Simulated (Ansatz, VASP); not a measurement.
# NaH in VASP and in Ansatz

```
Na H
1.0
     0.00000    2.39703    2.22924
     2.39703    0.00000    2.22924
     2.39703    2.39703    0.00000
Na H
1 1
Direct
  0.00000 0.00000 0.00000
  0.50000 0.50000 0.50000
```

Change from the starting cell: engineering shear strain xy +0.0000, normal strain along z -0.0700.

Alike in both runs: task single point; functional r2SCAN; k mesh 8 × 8 × 8; occupations fermi-dirac, width 0.2 eV; no spin polarisation.

|  | VASP | Ansatz |
| --- | --- | --- |
| version | VASP 6.6.1 | Ansatz 0.2.0 |
| potentials or method | VASP PAW PBE potentials, release 64 (Na_pv, H), cutoff 520 eV | scalar-relativistic, plane waves, PAW |
| valence electrons in the cell | 8 | 10 |

Ansatz gave:

| Item | Value |
| --- | --- |
| gap on the k mesh at the Fermi level (eV) | 4.49 |
| least direct gap on the mesh (eV) | 5.39 |
| pressure (GPa) | 2.3 |
| traceless stress, the component that is largest in VASP (GPa) | 2.61 |

Q: What did VASP give for the same quantities?

A: gap on the k mesh at the Fermi level (eV): 4.50; least direct gap on the mesh (eV): 5.41; pressure (GPa): 2.1; traceless stress, the component that is largest in VASP (GPa): 2.76.

VASP's potentials were made for PBE, not for r2SCAN. VASP's potentials hold 8 valence electrons a cell and Ansatz's 10, so a difference there can come from the potentials and not from the codes.
